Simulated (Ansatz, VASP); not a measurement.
Ge: VASP beside Ansatz

```xyz
2
Lattice="1.4881 -2.5947 0.0000 1.4881 2.5947 0.0000 0.0000 0.0000 4.7276" Properties=species:S:1:pos:R:3 pbc="T T T"
Ge    1.1699   -1.1825    1.1819
Ge    1.4881    0.8643    3.5457
```

Alike in both runs: task single point; functional PBEsol; dispersion D3(BJ); k mesh 18 × 18 × 10; occupations gaussian, width 0.15 eV; no spin polarisation.

|  | VASP | Ansatz |
| --- | --- | --- |
| version | VASP 6.6.1 | Ansatz 0.2.0 |
| potentials or method | VASP PAW PBE potentials, release 64 (Ge_d), cutoff 520 eV | scalar-relativistic, plane waves, PAW |
| valence electrons in the cell | 28 | 28 |

```tsv
	VASP	Ansatz	Ansatz less VASP
gap on the k mesh at the Fermi level (eV)	none	none	-
pressure (GPa)	-2.0	-2.3	-0.34
traceless stress, the component that is largest in VASP (GPa)	2.26	2.27	+0.009
rms of the force components (eV/Å)	0.009	0.009	-0.0005
```

VASP's potentials were made for PBE, not for PBEsol. Atom by atom the forces differ by 0.001 eV/Å (rms over components). A gap of «none» marks a metal or a gap that the smearing closes.
